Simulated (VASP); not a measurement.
Set up this calculation in VASP 6.6.1, as the native input.

- Task: single point
- Functional: PBE
- Potentials or basis: VASP PAW PBE potentials, release 64 (Sn_d, O)
- Cutoff: 520 eV
- k mesh: 6 × 6 × 8
- Occupations: gaussian, width 0.05 eV
- Spin: no spin polarisation
- Dipole correction: no
- Further INCAR settings: ALGO = Normal; EDIFF = 1e-06; NBANDS = 35

The structure of SnO2 lies in POSCAR:

```
SnO2
1.0
    4.7552894217      0.0000000000      0.0000000000
    0.0000000000      4.7552894217      0.0000000000
    0.0000000000      0.0000000000      3.2379909407
Sn O
2 4
Direct
    0.0000000000      0.0000000000      0.0000000000
    0.5000000000      0.5000000000      0.5000000000
    0.3066050867      0.3066050867      0.0000000000
    0.1933949133      0.8066050867      0.5000000000
    0.6933949133      0.6933949133      0.0000000000
    0.8066050867      0.1933949133      0.5000000000
```

This cell differs from its parent crystal: strain -0.0150 x Voigt [1, 1, 0, 0, 0, 0].

One way to write it, as run:

INCAR

```
SYSTEM = SnO2
PREC     = Accurate       ! precision mode
ENCUT    = 520            ! plane-wave cutoff, eV
EDIFF    = 1E-6           ! SCF threshold, eV
ISMEAR   = 0              ! smearing method
SIGMA    = 0.05           ! smearing width, eV
LREAL    = .False.        ! projectors in reciprocal space
LASPH    = .True.         ! aspherical terms in the spheres
NELM     = 80             ! most SCF steps
ALGO     = Normal         ! electronic algorithm
ISIF     = 2              ! what is computed and relaxed
LWAVE    = .False.        ! write WAVECAR
LCHARG   = .True.         ! write CHGCAR
GGA      = PE             ! functional
LELF     = .True.         ! ELF
LVHAR    = .True.       
NBANDS   = 35             ! bands
```

KPOINTS

```
regular mesh
0
Gamma
  6 6 8
  0 0 0
```

Potentials or basis: VASP PAW PBE potentials, release 64 (Sn_d, O).

Launch:

```bash
$ cat potpaw_PBE.64/Sn_d/POTCAR potpaw_PBE.64/O/POTCAR > POTCAR
$ mpirun -np 1 vasp_std > vasp.out
```

It gave:

```yaml
Pressure: 6.0 GPa
Largest_force: 0.077 eV/Å
Band_gap_on_the_k_mesh: 0.95 eV
```

Caveat: the cell differs from its parent crystal (strain -0.0150 x Voigt [1, 1, 0, 0, 0, 0]); the cell stands under pressure; spin-orbit coupling is left out, which moves the levels of the heavy elements.

It took 2.5 min on 1 thread of Intel Xeon 8259CL, on a shared host, peak memory 0.24 GiB.
